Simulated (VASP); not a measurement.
# BW8C8: single point with r2SCAN

BW8C8, a slab with vacuum:

```xyz
17
Lattice="5.7041 0.0000 0.0000 -2.8520 4.9399 0.0000 0.0000 0.0000 15.2011" Properties=species:S:1:pos:R:3 pbc="T T T"
W     0.0000    0.0000    1.0000
W    -0.0492    0.0322    3.9680
W    -1.4260    2.4699    1.0000
W    -1.3681    2.5524    3.9003
W     2.8520    0.0000    1.0000
W     2.7674    0.0430    3.8170
W     1.4260    2.4699    1.0000
W     1.3966    2.5349    3.8660
C     1.3459    0.7679    2.2502
C     1.5267    0.9246    5.1425
C    -0.0294    3.0418    2.2848
C     0.0695    3.3812    5.0092
C     4.4446    0.9566    2.3891
C     4.1032    0.9118    5.2070
C     3.0327    3.2806    2.2964
C     2.9245    3.3144    5.2999
B     2.8536    1.6734    5.6556
```

```
Program                : VASP 6.6.1
Task                   : single point
Functional             : r2SCAN
Potentials or basis    : VASP PAW PBE potentials, release 64 (W_sv, C, B)
Cutoff                 : 520 eV
k mesh                 : 2 × 2 × 1
Occupations            : fermi-dirac, width 0.05 eV
Spin                   : no spin polarisation
Dipole correction      : no
Further INCAR settings : LREAL = Auto; ALGO = Normal; EDIFF = 1e-06; NBANDS = 88
```

```json
{"Largest force": "4.079 eV/Å", "Band gap on the k mesh": "zero (an odd number of electrons rules out a gap without spin polarisation)"}
```

Forces on the atoms (eV/Å):
```
W   -0.431 -0.318 -0.020
W    1.108  0.211  1.542
W    0.394 -1.033 -1.537
W   -0.933 -0.859 -0.007
W    0.519 -0.090  0.213
W    2.254 -0.030  0.070
W    0.901 -0.252 -0.391
W    0.903 -0.512  0.291
C    1.552  0.741  1.513
C   -0.978  0.017  0.208
C    1.447  3.792  0.402
C   -0.647  0.429 -0.247
C   -2.451 -2.570 -0.304
C    1.372 -0.818 -0.600
C   -3.589  0.989  1.235
C   -0.946 -0.963 -1.213
B   -0.475  1.266 -1.154
```

Levels at points of the mesh, in eV from the Fermi level:
```
           k point  band 71  band 72  band 73  band 74  band 75  band 76  band 77  band 78
(0.00, 0.00, 0.00)     0.05     0.11     0.19     0.33     0.60     0.72     1.08     1.95
(0.50, 0.00, 0.00)    -1.17    -1.08    -0.72    -0.58     0.00     0.85     1.23     1.32
(0.00, 0.50, 0.00)    -1.22    -0.95    -0.75    -0.61    -0.09     0.65     1.32     1.40
(0.50, 0.50, 0.00)    -1.23    -1.17    -0.82    -0.60     0.03     0.73     1.25     1.37
```

Wall time 9.8 min on 1 thread of Intel(R) Xeon(R) 6975P-C (Granite Rapids), with other jobs on the host, peak memory 0.57 GiB.

Caveat: the k points lie up to 0.64 Å⁻¹ apart, too coarse for converged energies and pressures of a metal; the atoms stand as in a frame of molecular dynamics; the PAW data sets were made with another functional, which shifts forces and pressure a little; spin-orbit coupling is left out, which moves the levels of the heavy elements.
